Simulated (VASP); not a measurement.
Set up this calculation in VASP 6.6.1, as the native input.

* Task: relaxation of cell and atoms
* Functional: PBE
* Potentials or basis: VASP PAW PBE potentials, release 64 (Sb_d_GW, Bi_d, S)
* Cutoff: 500 eV
* k mesh: 4 × 4 × 1
* Occupations: gaussian, width 0.15 eV
* Spin: no spin polarisation
* Dipole correction: no
* Second run: valence_matched
* Further INCAR settings: ALGO = Normal; EDIFF = 1e-07; IBRION = 2; EDIFFG = -0.08; NSW = 36; ISIF = 3

The structure of BiSbS4 lies in POSCAR:

```
BiSbS4
1.0
    3.7069030400      0.0000000000      0.0000000000
   -1.8534515200      3.2102722000      0.0000000000
    0.0000000000      0.0000000000     14.0326552600
Sb Bi S
1 1 4
Direct
    0.0000000000      0.0000000000      0.0000000000
    0.0000000000      0.0000000000      0.5000000000
    0.3333333300      0.6666666700      0.8780300000
    0.3333333300      0.6666666700      0.3713200100
    0.6666666700      0.3333333300      0.6286799900
    0.6666666700      0.3333333300      0.1219700000
```

The input as run:

INCAR

```
SYSTEM = BiSbS4
  PREC = Accurate
  ENCUT = 500
  EDIFF = 1E-7
  ISMEAR = 0
  SIGMA = 0.15
  LREAL = .FALSE.
  LASPH = .TRUE.
  NELM = 120
  ALGO = Normal
  ISIF = 3
  LWAVE = .FALSE.
  LCHARG = .FALSE.
  GGA = PE
  IBRION = 2
  NSW = 36
  EDIFFG = -0.08
  GGA_COMPAT = .FALSE.
  NELMIN = 4
```

KPOINTS

```
regular mesh
0
G
  4 4 1
  0 0 0
```

Potentials or basis: VASP PAW PBE potentials, release 64 (Sb_d_GW, Bi_d, S).

Run with:

```console
$ cat potpaw_PBE.64/Sb_d_GW/POTCAR potpaw_PBE.64/Bi_d/POTCAR potpaw_PBE.64/S/POTCAR > POTCAR
$ mpirun -np 1 vasp_std > vasp.out
```

It gave:

| Item | Value |
| --- | --- |
| Relaxed volume | 27.56 Å³/atom |
| Relaxed cell | a = 3.865 Å, b = 3.865 Å, c = 12.786 Å, α = 90.00°, β = 90.00°, γ = 120.00° |
| Space group after relaxing (to 0.05 Å) | P-3m1 (No. 164) |
| Energy gained by relaxing | 96.2 meV/atom |
| Ionic steps | 7 |
| Pressure after relaxing | -0.1 GPa |
| Largest force after relaxing | 0.054 eV/Å |
| Band gap on the k mesh | zero (band 27 reaches 3.40 eV, above the bottom of band 28 at 2.89 eV) |

Caveat: the k points lie up to 0.49 Å⁻¹ apart in the final cell; spin-orbit coupling is left out, which moves the levels of the heavy elements; this functional lacks dispersion, which binds the layers, so the pressure and a relaxed spacing across them are unreliable; the relaxation stopped at a loose force limit of 0.08 eV/Å, so its end isn't a converged minimum.

Run time: 2.2 min on 1 thread of Intel(R) Xeon(R) 6975P-C (Granite Rapids) (shared host), peak memory 0.31 GiB.
